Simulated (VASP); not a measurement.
# Si8NO16 (a cell with a defect): single point with PBE

Crystal: Si8NO16 (a cell with a defect).

```xyz
25
Lattice="-4.1790 -4.1790 0.0000 4.1790 -4.1790 0.0000 0.0000 0.0000 5.3298" Properties=species:S:1:pos:R:3 pbc="T T T"
Si    0.0483   -4.2350   -0.0368
Si    2.0289   -2.1061    1.2638
Si    0.0656   -4.0675    2.5423
Si    2.0540   -2.1009    3.9767
Si   -0.0349   -0.0264   -0.0107
Si   -2.0871   -2.1255    1.3133
Si   -0.0179   -0.0310    2.6568
Si   -1.9962   -2.1643    4.0157
O     1.2414   -2.8781   -0.0235
O     0.7578   -0.8252    1.2965
O    -1.2770   -5.4759   -0.0297
O     3.3456   -3.3538    1.3336
O     1.2604   -2.9422    2.6295
O     0.7643   -0.8427    4.0006
O    -1.6370   -5.3786    2.5757
O     3.2718   -3.4700    3.9935
O    -2.8953   -2.9572   -0.0210
O     0.8996   -4.9785    1.2500
O    -1.1742   -1.3954    0.0318
O    -0.8087   -3.4232    1.2690
O    -2.8226   -2.9974    2.6549
O     1.1546   -4.9409    4.1956
O    -1.2444   -1.3521    2.6396
O    -0.7487   -3.4203    3.9687
N    -0.1014   -5.6050    3.2119
```

| Item | Value |
| --- | --- |
| Program | VASP 6.6.1 |
| Task | single point |
| Functional | PBE |
| Potentials or basis | VASP PAW PBE potentials, release 64 (Si, O, N) |
| Cutoff | 520 eV |
| k mesh | 2 × 2 × 3 |
| Occupations | gaussian, width 0.02 eV |
| Spin | collinear spin |
| Starting moments | [0.0, 0.0, 0.0, 0.0, 0.0, 0.0, 0.0, 0.0, 0.0, 0.0, 0.0, 0.0, 0.0, 0.0, 0.15, 0.0, 0.0, 0.0, 0.0, 0.0, 0.0, 0.0, 0.0, 0.0, 0.28] μB |
| Dipole correction | no |
| Further INCAR settings | LREAL = Auto; ALGO = Normal; EDIFF = 1e-06; NBANDS = 88 |

```json
{
  "Pressure": "29.4 GPa",
  "Largest force": "0.088 eV/Å",
  "Band gap on the k mesh": "1.26 eV",
  "Net moment": "1.00 μB per cell",
  "Site moments": "Si +0.00, +0.01, -0.01, -0.00; O +0.00, +0.01, +0.02, +0.04, -0.00, +0.03, +0.06; N +0.52 μB",
  "Valence electrons inside the program's atomic spheres": "Si 1.50, 1.52, 1.64, 1.46, 1.49, 1.48; O 5.29, 5.27, 5.24, 5.22, 5.31, 5.26, 5.28, 5.21, 5.25; N 3.68"
}
```

Forces on the atoms (eV/Å):
```
Si  -0.042 -0.020 -0.016
Si  -0.010 -0.003 -0.006
Si  -0.032 -0.051  0.064
Si  -0.013 -0.013 -0.011
Si   0.003  0.010 -0.007
Si   0.004 -0.022 -0.007
Si   0.015  0.003 -0.004
Si  -0.004 -0.023 -0.012
O   -0.012 -0.016 -0.009
O    0.019 -0.011  0.011
O    0.027  0.028 -0.004
O   -0.011  0.012  0.004
O    0.047  0.053 -0.008
O    0.021 -0.004  0.001
O    0.050  0.009  0.027
O   -0.012  0.030 -0.005
O   -0.017 -0.007  0.000
O    0.024 -0.022  0.010
O   -0.004  0.015  0.005
O   -0.020  0.034 -0.013
O   -0.018 -0.002  0.002
O    0.036  0.014 -0.020
O    0.002 -0.004  0.001
O   -0.019  0.023 -0.002
N   -0.035 -0.035 -0.002
```

Stress tensor (GPa, compression positive):
```
31.85  4.86  3.98
 4.86 25.28 -1.33
 3.98 -1.33 31.18
```

Levels at points of the mesh, in eV from the valence-band top:
Spin up:
```csv
k point,band 63,band 64,band 65,band 66,band 67,band 68,band 69,band 70,band 71,band 72
"(0.00, 0.00, 0.00)",-1.81,-1.52,-1.18,-0.99,-0.29,4.36,4.91,6.00,6.27,6.65
"(0.50, 0.00, 0.00)",-2.14,-1.81,-1.13,-0.83,-0.17,4.37,5.80,6.02,6.82,7.08
"(0.00, 0.50, 0.00)",-1.89,-1.82,-1.30,-1.00,-0.02,4.37,5.94,6.38,6.66,6.97
"(0.50, 0.50, 0.00)",-2.07,-1.85,-1.51,-0.60,-0.14,4.36,6.67,6.81,6.92,7.31
```
Spin down:
| k point | band 62 | band 63 | band 64 | band 65 | band 66 | band 67 | band 68 | band 69 | band 70 | band 71 |
| --- | --- | --- | --- | --- | --- | --- | --- | --- | --- | --- |
| (0.00, 0.00, 0.00) | -1.85 | -1.76 | -1.24 | -1.01 | -0.85 | 1.26 | 4.72 | 4.96 | 6.02 | 6.29 |
| (0.50, 0.00, 0.00) | -2.35 | -2.08 | -1.75 | -0.84 | -0.60 | 1.33 | 4.76 | 5.82 | 6.04 | 6.84 |
| (0.00, 0.50, 0.00) | -2.31 | -1.86 | -1.75 | -0.97 | -0.72 | 1.43 | 4.77 | 5.95 | 6.41 | 6.68 |
| (0.50, 0.50, 0.00) | -2.12 | -2.03 | -1.79 | -1.25 | -0.33 | 1.40 | 4.75 | 6.69 | 6.83 | 6.93 |

Run time: 3.4 min on 1 thread of Intel(R) Xeon(R) 6975P-C (Granite Rapids) (shared host), peak memory 0.44 GiB.

Caveat: the k points lie up to 0.53 Å⁻¹ apart.
